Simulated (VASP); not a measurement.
# Li4SiN (P-6m2) in VASP: notebook

Li4SiN is run at these levels: PBE; tasks: single point, relaxation of cell and atoms.

Everything below comes from runs of VASP 6.6.1. Logs are shortened: lines on timing, memory, paths and dates and some standing lists are left out, and cuts for length are marked.

### 1 The cell of the first run

Symmetry: P-6m2, No. 187, hexagonal system. Conventional cell: a = 4.455 Å, b = 4.455 Å, c = 4.877 Å, α = 90.00°, β = 90.00°, γ = 120.00°. Within 2.8 Å of Li (site symmetry mm2) lie 6 Li at 2.15 to 2.78 Å and 2 N at 2.23 Å and 2 Si at 2.74 Å. Within 3.4 Å of Li (site symmetry -6m2) lie 3 Si at 2.57 Å and 6 Li at 2.78 Å. Si (site symmetry -6m2) has 9 Li at 2.57 to 2.74 Å within 3.4 Å. Within 2.9 Å of N (site symmetry -6m2) lie 6 Li at 2.23 Å.

The cell was generated, and may not be a known phase.

### 2 Single point, PBE, collinear spin, ferromagnetic start

INCAR

```
SYSTEM = Li4SiN
PREC = Accurate
ENCUT = 520
EDIFF = 1E-6
ISMEAR = 0
SIGMA = 0.1
LREAL = .False.
LASPH = .True.
NELM = 150
ALGO = Normal
ISIF = 2
LWAVE = .False.
LCHARG = .False.
ISPIN = 2
MAGMOM = 0 0 0 0 0 1
LORBIT = 11
GGA = PE
NBANDS = 24
```

KPOINTS

```
Automatic mesh
0
Gamma
  6 6 4
  0 0 0
```

POSCAR

```
Li4SiN
1.0
    4.4548031412      0.0000000000      0.0000000000
   -2.2274015706      3.8579726891      0.0000000000
    0.0000000000      0.0000000000      4.8771916545
Li Si N
4 1 1
Direct
    0.1722502558      0.8277497442      0.0000000000
    0.1722502558      0.3445005116      0.0000000000
    0.6554994884      0.8277497442      0.0000000000
    0.0000000000      0.0000000000      0.5000000000
    0.3333333333      0.6666666667      0.5000000000
    0.6666666667      0.3333333333      0.0000000000
```

Potentials or basis: VASP PAW PBE potentials, release 64 (Li_sv, Si, N).

Run with:

```
> cat potpaw_PBE.64/Li_sv/POTCAR potpaw_PBE.64/Si/POTCAR potpaw_PBE.64/N/POTCAR > POTCAR
> mpirun -np 1 vasp_std > vasp.out
```

OUTCAR:

```text
SYSTEM = Li4SiN
   PREC = Accurate
   ENCUT = 520
   EDIFF = 1E-6
   ISMEAR = 0
   LREAL = .False.
   LASPH = .True.
   NELM = 150
   ISIF = 2
   ISPIN = 2
   LORBIT = 11
   GGA = PE

 ion  position               nearest neighbor table
   1  0.172  0.828  0.000-   2 2.15   3 2.15   2 2.30   3 2.30   5 2.74   5 2.74
   2  0.172  0.345  0.000-   1 2.15   3 2.15   1 2.30   3 2.30   5 2.74   5 2.74
   3  0.655  0.828  0.000-   2 2.15   1 2.15   2 2.30   1 2.30   5 2.74   5 2.74
   4  0.000  0.000  0.500-   5 2.57   5 2.57   5 2.57
   5  0.333  0.667  0.500-   4 2.57   4 2.57   4 2.57   1 2.74   1 2.74   2 2.74   2 2.74   3 2.74
                             3 2.74
   6  0.667  0.333  0.000-

  LATTYP: Found a hexagonal cell.
 ALAT       =     4.4548031412
 C/A-ratio  =     1.0948164262

  Lattice vectors:

 A1 = (   4.4548031412,   0.0000000000,   0.0000000000)
 A2 = (  -2.2274015706,   3.8579726891,   0.0000000000)
 A3 = (   0.0000000000,   0.0000000000,   4.8771916545)

Analysis of symmetry for initial positions (statically):
=====================================================================
 Subroutine PRICEL returns:
 Original cell was already a primitive cell.

 Routine SETGRP: Setting up the symmetry group for a
 hexagonal supercell.

 Subroutine GETGRP returns: Found 12 space group operations
 (whereof 12 operations were pure point group operations)
 out of a pool of 24 trial point group operations.

The static configuration has the point symmetry D_3h.

Analysis of symmetry for dynamics (positions and initial velocities):
=====================================================================
 Subroutine PRICEL returns:
 Original cell was already a primitive cell.

 Routine SETGRP: Setting up the symmetry group for a
 hexagonal supercell.

 Subroutine GETGRP returns: Found 12 space group operations
 (whereof 12 operations were pure point group operations)
 out of a pool of 24 trial point group operations.

The dynamic configuration has the point symmetry D_3h.

Analysis of structural, dynamic, and magnetic symmetry:
=====================================================================
 Subroutine PRICEL returns:
 Original cell was already a primitive cell.

 Routine SETGRP: Setting up the symmetry group for a
 hexagonal supercell.

 Subroutine GETGRP returns: Found 12 space group operations
[... 138 lines left out ...]
 spin polarized calculation
 Gauss-broadening in eV      SIGMA  =   0.10
  energy-cutoff  :      520.00
  volume of cell :       83.82
 maximum number of plane-waves:      2274
 NGX is ok and might be reduce to    36
   NGX = 17   NGY = 17   NGZ = 19

 number of electron      21.0000007 magnetization      -0.0001635

 number of electron      21.0000007 magnetization       0.0000671

 Free energy of the ion-electron system (eV)
  ---------------------------------------------------
  ext. energy  EPLUGINS =         0.00000000
  ---------------------------------------------------
  free energy    TOTEN  =       -18.08249878 eV

  energy without entropy =      -18.07065615  energy(sigma->0) =      -18.07657746

 E-fermi :   2.4084     XC(G=0):  -8.6817

 val. band max:        2.3659697266   @ k =   0.3333   0.1667   0.5000
 cond. band min:       2.4116518859   @ k =   0.3333   0.3333   0.2500
 fundamental gap:      0.0456821593
 Fermi energy:         2.4084130375

 spin component 1

 k-point     1 :       0.0000    0.0000    0.0000
  band No.  band energies     occupation
      1     -43.7027      1.00000
      2     -43.6066      1.00000
      3     -43.4794      1.00000
      4     -43.4794      1.00000
      5      -9.8389      1.00000
      6      -4.4911      1.00000
[... 514 lines left out ...]
     21      12.9763      0.00000
     22      13.4718      0.00000
 Fermi energy:         2.4084130375

 spin component 2

 k-point     1 :       0.0000    0.0000    0.0000
  band No.  band energies     occupation
      1     -43.7027      1.00000
      2     -43.6067      1.00000
      3     -43.4794      1.00000
      4     -43.4794      1.00000
      5      -9.8377      1.00000
      6      -4.4916      1.00000
[... 514 lines left out ...]
     21      12.9758      0.00000
     22      13.4719      0.00000
 [bands above 22 left out]

------------------------ aborting loop because EDIFF is reached ----------------------------------------

  FORCE on cell =-STRESS in cart. coord.  units (eV):
  Direction    XX          YY          ZZ          XY          YZ          ZX
  --------------------------------------------------------------------------------------
  -------------------------------------------------------------------------------------
  Total        0.0972013      0.0972013     -0.1443849     -0.0000000      0.0000000      0.0000000
  in kB        1.8579125      1.8579125     -2.7597829     -0.0000000      0.0000000      0.0000000
  external PRESSURE =       0.3186807 kB  Pullay stress =       0.0000000 kB

 VOLUME and BASIS-vectors are now :
 -----------------------------------------------------------------------------
  energy-cutoff  :      520.00
  volume of cell :       83.82
      direct lattice vectors                 reciprocal lattice vectors
     4.454803141  0.000000000  0.000000000     0.224476810  0.129601747  0.000000000
    -2.227401571  3.857972689  0.000000000     0.000000000  0.259203494  0.000000000
     0.000000000  0.000000000  4.877191654     0.000000000  0.000000000  0.205036027

 POSITION                                       TOTAL-FORCE (eV/Angst)
 -----------------------------------------------------------------------------------
     -1.07639      3.19344      0.00000        -0.026044      0.015036     -0.000000
      0.00000      1.32907      0.00000        -0.000000     -0.030073      0.000000
      1.07639      3.19344      0.00000         0.026044      0.015036     -0.000000
      0.00000      0.00000      2.43860        -0.000000     -0.000000     -0.000000
     -0.00000      2.57198      2.43860        -0.000000     -0.000000     -0.000000
      2.22740      1.28599      0.00000        -0.000000     -0.000000     -0.000000
 -----------------------------------------------------------------------------------
    total drift:                               -0.000002      0.000001      0.000000

  FREE ENERGIE OF THE ION-ELECTRON SYSTEM (eV)
  ---------------------------------------------------
  free  energy   TOTEN  =       -18.0824987788 eV

  energy  without entropy=      -18.0706561478  energy(sigma->0) =      -18.07657746

 total charge

# of ion       s       p       d       tot
------------------------------------------
    1        2.040   0.079   0.000   2.119
    2        2.040   0.079   0.000   2.119
    3        2.040   0.079   0.000   2.119
    4        2.043   0.055   0.000   2.098
    5        0.848   0.752   0.000   1.600
    6        1.299   2.130   0.000   3.429
--------------------------------------------------
tot         10.312   3.174   0.000  13.486

 magnetization (x)

# of ion       s       p       d       tot
------------------------------------------
    1       -0.000  -0.000   0.000  -0.000
    2       -0.000  -0.000   0.000  -0.000
    3       -0.000  -0.000   0.000  -0.000
    4       -0.000  -0.000   0.000  -0.000
    5       -0.000  -0.000   0.000  -0.000
    6        0.000   0.000   0.000   0.000
--------------------------------------------------
tot          0.000   0.000   0.000   0.000
```

OSZICAR:

```text
N       E                     dE             d eps       ncg     rms          rms(c)
DAV:   1     0.117223718262E+03    0.11722E+03   -0.86631E+03  2016   0.890E+02
DAV:   2    -0.206865284299E-01   -0.11724E+03   -0.11059E+03  2240   0.229E+02
DAV:   3    -0.197239617799E+02   -0.19703E+02   -0.19345E+02  3992   0.577E+01
DAV:   4    -0.204153341538E+02   -0.69137E+00   -0.69035E+00  2656   0.162E+01
DAV:   5    -0.204497107424E+02   -0.34377E-01   -0.34374E-01  3264   0.265E+00    0.939E+00
DAV:   6    -0.207532617973E+02   -0.30355E+00   -0.41659E+01  2576   0.145E+01    0.118E+01
DAV:   7    -0.181537410331E+02    0.25995E+01   -0.12166E+01  2528   0.751E+00    0.232E+00
DAV:   8    -0.180952584986E+02    0.58483E-01   -0.49511E-01  2352   0.266E+00    0.107E+00
DAV:   9    -0.180821478875E+02    0.13111E-01   -0.54232E-02  3048   0.953E-01    0.387E-01
DAV:  10    -0.180819912027E+02    0.15668E-03   -0.11359E-02  2640   0.428E-01    0.171E-01
DAV:  11    -0.180823038340E+02   -0.31263E-03   -0.13883E-03  2624   0.173E-01    0.951E-02
DAV:  12    -0.180824736098E+02   -0.16978E-03   -0.22973E-04  3080   0.628E-02    0.484E-02
DAV:  13    -0.180824960053E+02   -0.22396E-04   -0.83678E-05  2592   0.330E-02    0.182E-02
DAV:  14    -0.180824983494E+02   -0.23440E-05   -0.84848E-06  2704   0.142E-02    0.796E-03
DAV:  15    -0.180824987788E+02   -0.42945E-06   -0.35644E-06  2592   0.711E-03
   1 F= -.18082499E+02 E0= -.18076577E+02  d E =-.118426E-01  mag=     0.0000
```

stdout:

```text
POSCAR found type information on POSCAR LiSiN
 POSCAR found :  3 types and       6 ions
 scaLAPACK will be used
 LDA part: xc-table for (Slater+PW92), standard interpolation
 POSCAR, INCAR and KPOINTS ok, starting setup
 FFT: planning ... GRIDC
 FFT: planning ... GRID_SOFT
 FFT: planning ... GRID
 WAVECAR not read
 entering main loop
```

It took 2.7 min on 1 thread of AMD EPYC 7R13, shared host; peak memory 0.23 GiB.

What came out:

```yaml
Free_energy: -18.0825 eV
Largest_force: 0.030 eV/Å
Net_moment: 0.00 μB per cell
Valence_electrons_inside_the_program's_atomic_spheres: Li 2.12, 2.10 (each value once); Si 1.60; N 3.43
```

Forces on the atoms (eV/Å):
```
Li  -0.026  0.015  0.000
Li   0.000 -0.030  0.000
Li   0.026  0.015  0.000
Li   0.000  0.000  0.000
Si   0.000  0.000  0.000
N    0.000  0.000  0.000
```

Caveat: the cutoff is under 1.25 times the usual one of these potentials, so pressure, stress and relaxed cells hold a basis-set (Pulay) error.

### 3 Relaxation of cell and atoms, PBE

INCAR

```
PREC = Accurate ; ENCUT = 600
EDIFF = 1E-6 ; ISMEAR = 0
SIGMA = 0.1 ; LREAL = False
LASPH = True ; NELM = 60
ALGO = Normal ; ISIF = 3
LWAVE = False ; LCHARG = False
GGA = PE ; IBRION = 2
NSW = 100 ; EDIFFG = -0.01
```

KPOINTS

```
Automatic mesh
0
Gamma
  12 12 8
```

POSCAR is that of step 2.

Potentials or basis: VASP PAW PBE potentials, release 64 (Li_sv, Si, N).

Run with:

```
> cat potpaw_PBE.64/Li_sv/POTCAR potpaw_PBE.64/Si/POTCAR potpaw_PBE.64/N/POTCAR > POTCAR
> mpirun -np 1 vasp_std > vasp.out
```

OUTCAR:

```text
PREC = Accurate
   ENCUT = 600
   EDIFF = 1E-6
   ISMEAR = 0
   LREAL = False
   LASPH = True
   NELM = 60
   ISIF = 3
   GGA = PE
   IBRION = 2
   NSW = 100
   EDIFFG = -0.01

 ion  position               nearest neighbor table
   1  0.172  0.828  0.000-   2 2.15   3 2.15   2 2.30   3 2.30   5 2.74   5 2.74
   2  0.172  0.345  0.000-   1 2.15   3 2.15   1 2.30   3 2.30   5 2.74   5 2.74
   3  0.655  0.828  0.000-   2 2.15   1 2.15   2 2.30   1 2.30   5 2.74   5 2.74
   4  0.000  0.000  0.500-   5 2.57   5 2.57   5 2.57
   5  0.333  0.667  0.500-   4 2.57   4 2.57   4 2.57   1 2.74   1 2.74   2 2.74   2 2.74   3 2.74
                             3 2.74
   6  0.667  0.333  0.000-

  LATTYP: Found a hexagonal cell.
 ALAT       =     4.4548031412
 C/A-ratio  =     1.0948164262

  Lattice vectors:

 A1 = (   4.4548031412,   0.0000000000,   0.0000000000)
 A2 = (  -2.2274015706,   3.8579726891,   0.0000000000)
 A3 = (   0.0000000000,   0.0000000000,   4.8771916545)

Analysis of symmetry for initial positions (statically):
=====================================================================
 Subroutine PRICEL returns:
 Original cell was already a primitive cell.

 Routine SETGRP: Setting up the symmetry group for a
 hexagonal supercell.

 Subroutine GETGRP returns: Found 12 space group operations
 (whereof 12 operations were pure point group operations)
 out of a pool of 24 trial point group operations.

The static configuration has the point symmetry D_3h.

Analysis of symmetry for dynamics (positions and initial velocities):
=====================================================================
 Subroutine PRICEL returns:
 Original cell was already a primitive cell.

 Routine SETGRP: Setting up the symmetry group for a
 hexagonal supercell.

 Subroutine GETGRP returns: Found 12 space group operations
 (whereof 12 operations were pure point group operations)
 out of a pool of 24 trial point group operations.

The dynamic configuration has the point symmetry D_3h.
[... 148 lines left out ...]

 number of electron      20.9999989 magnetization

 Free energy of the ion-electron system (eV)
  ---------------------------------------------------
  ext. energy  EPLUGINS =         0.00000000
  ---------------------------------------------------
  free energy    TOTEN  =       -18.06336710 eV

  energy without entropy =      -18.04758790  energy(sigma->0) =      -18.05547750

------------------------ aborting loop because EDIFF is reached ----------------------------------------

  FORCE on cell =-STRESS in cart. coord.  units (eV):
  Direction    XX          YY          ZZ          XY          YZ          ZX
  --------------------------------------------------------------------------------------
  -------------------------------------------------------------------------------------
  Total        0.0667318      0.0667318     -0.1192209     -0.0000000      0.0000000     -0.0000000
  in kB        1.2755162      1.2755162     -2.2787958     -0.0000000      0.0000000     -0.0000000
  external PRESSURE =       0.0907455 kB  Pullay stress =       0.0000000 kB
[... 107 lines left out ...]
--------------------------------------- Ionic step        4  -------------------------------------------

 number of electron      20.9999987 magnetization

 Free energy of the ion-electron system (eV)
  ---------------------------------------------------
  ext. energy  EPLUGINS =         0.00000000
  ---------------------------------------------------
  free energy    TOTEN  =       -18.06371878 eV

  energy without entropy =      -18.04800124  energy(sigma->0) =      -18.05586001

 E-fermi :   2.4514     XC(G=0):  -8.6821

 val. band max:        2.4505128130   @ k =   0.1667   0.0833   0.5000
 cond. band min:       2.4534858769   @ k =   0.0833   0.0000   0.2500
 fundamental gap:      0.0029730638
 Fermi energy:         2.4514381222

 k-point     1 :       0.0000    0.0000    0.0000
  band No.  band energies     occupation
      1     -43.6909      2.00000
      2     -43.6304      2.00000
      3     -43.4685      2.00000
      4     -43.4685      2.00000
      5      -9.8167      2.00000
      6      -4.4915      2.00000
      7      -0.4175      2.00000
      8       0.3294      2.00000
      9       0.3294      2.00000
     10       3.1947      0.00000
     11       3.1947      0.00000
     12       3.3643      0.00000
     13       3.4510      0.00000
     14       5.9711      0.00000
[... 377 lines left out ...]
      1     -43.6526      2.00000
      2     -43.6273      2.00000
      3     -43.5102      2.00000
      4     -43.4688      2.00000
      5      -9.8207      2.00000
      6      -4.3839      2.00000
      7      -0.1286      2.00000
      8       0.2873      2.00000
      9       0.6639      2.00000
     10       1.5955      2.00000
     11       2.6621      0.00290
     12       2.9307      0.00000
     13       4.2718      0.00000
     14       5.8961      0.00000

 [... further k-points ...]

------------------------ aborting loop because EDIFF is reached ----------------------------------------

  FORCE on cell =-STRESS in cart. coord.  units (eV):
  Direction    XX          YY          ZZ          XY          YZ          ZX
  --------------------------------------------------------------------------------------
  -------------------------------------------------------------------------------------
  Total        0.0015120      0.0015120     -0.0288560      0.0000000      0.0000000     -0.0000000
  in kB        0.0289017      0.0289017     -0.5515862      0.0000000      0.0000000     -0.0000000
  external PRESSURE =      -0.1645943 kB  Pullay stress =       0.0000000 kB
[... 21 lines left out ...]
  FREE ENERGIE OF THE ION-ELECTRON SYSTEM (eV)
  ---------------------------------------------------
  free  energy   TOTEN  =       -18.0637187785 eV

  energy  without entropy=      -18.0480012408  energy(sigma->0) =      -18.05586001

 reached required accuracy - stopping structural energy minimisation
```

OSZICAR:

```text
N       E                     dE             d eps       ncg     rms          rms(c)
DAV:   1     0.112710801116E+03    0.11271E+03   -0.10414E+04  2660   0.163E+03
DAV:   2     0.969985491584E+00   -0.11174E+03   -0.10917E+03  3290   0.346E+02
DAV:   3    -0.191133584272E+02   -0.20083E+02   -0.19933E+02  4896   0.909E+01
DAV:   4    -0.205576675259E+02   -0.14443E+01   -0.14371E+01  3536   0.357E+01
[... 27 lines left out ...]
DAV:   1    -0.180637515561E+02   -0.88397E-04   -0.91159E-03  2684   0.103E+00    0.518E-02
DAV:   2    -0.180637805834E+02   -0.29027E-04   -0.82505E-04  3806   0.171E-01    0.632E-02
DAV:   3    -0.180637202905E+02    0.60293E-04   -0.31666E-04  3464   0.784E-02    0.211E-02
DAV:   4    -0.180637187889E+02    0.15017E-05   -0.18391E-05  3458   0.309E-02    0.434E-03
DAV:   5    -0.180637187785E+02    0.10328E-07   -0.13756E-06  2122   0.925E-03
   4 F= -.18063719E+02 E0= -.18055860E+02  d E =-.556834E-04
```

Run time: 8.4 min. Hardware: 1 thread of AMD EPYC 7R13, shared host; peak memory 0.28 GiB.

Results:

- Free energy: -18.0637 eV
- Energy gained by relaxing: 0.1 meV/atom
- Ionic steps: 4
- Pressure after relaxing: 0.0 GPa
- Largest force after relaxing: 0.009 eV/Å
- Band gap on the k mesh: zero (an odd number of electrons rules out a gap without spin polarisation)

Forces on the atoms (eV/Å):
```
Li   0.007 -0.004  0.000
Li   0.000  0.009  0.000
Li  -0.007 -0.004  0.000
Li   0.000  0.000  0.000
Si   0.000  0.000  0.000
N    0.000  0.000  0.000
```

The path:
```
step  energy change (eV)  largest force (eV/Å)  pressure (GPa)  volume (Å³)
   1              0.0000                0.0248            0.01        83.82
   2             -0.0002                0.0054           -0.01        83.83
   3             -0.0003                0.0159           -0.02        83.84
   4             -0.0004                0.0086           -0.02        83.82
```

Final structure:
```yaml
crystal:
  lattice:
    - [4.46083, 0.00000, 0.00000]
    - [-2.23041, 3.86319, 0.00000]
    - [0.00000, 0.00000, 4.86376]
  atoms:
    - { symbol: Li, position: [0.17201, 0.82799, 0.00000] }
    - { symbol: Li, position: [0.17201, 0.34401, 0.00000] }
    - { symbol: Li, position: [0.65599, 0.82799, 0.00000] }
    - { symbol: Li, position: [0.00000, 0.00000, 0.50000] }
    - { symbol: Si, position: [0.33333, 0.66667, 0.50000] }
    - { symbol: N, position: [0.66667, 0.33333, 0.00000] }
```

Levels at points of the mesh, in eV from the Fermi level:
```csv
k point,band 6,band 7,band 8,band 9,band 10,band 11,band 12,band 13,band 14
"(0.00, 0.00, 0.00)",-6.94,-2.87,-2.12,-2.12,0.74,0.74,0.91,1.00,3.52
"(0.50, 0.00, 0.00)",-6.78,-2.54,-2.23,-1.39,-0.69,-0.59,0.55,1.85,2.77
"(0.00, 0.00, 0.50)",-7.31,-2.02,-2.02,-1.82,-0.58,0.59,0.59,1.08,4.90
"(0.50, 0.00, 0.50)",-6.68,-3.06,-2.63,-1.88,-0.44,-0.28,0.24,1.80,4.39
```

Caveat: the cutoff is under 1.25 times the usual one of these potentials, so pressure, stress and relaxed cells hold a basis-set (Pulay) error.

The gap in the log of VASP goes by the Fermi energy; the results here count the filled bands.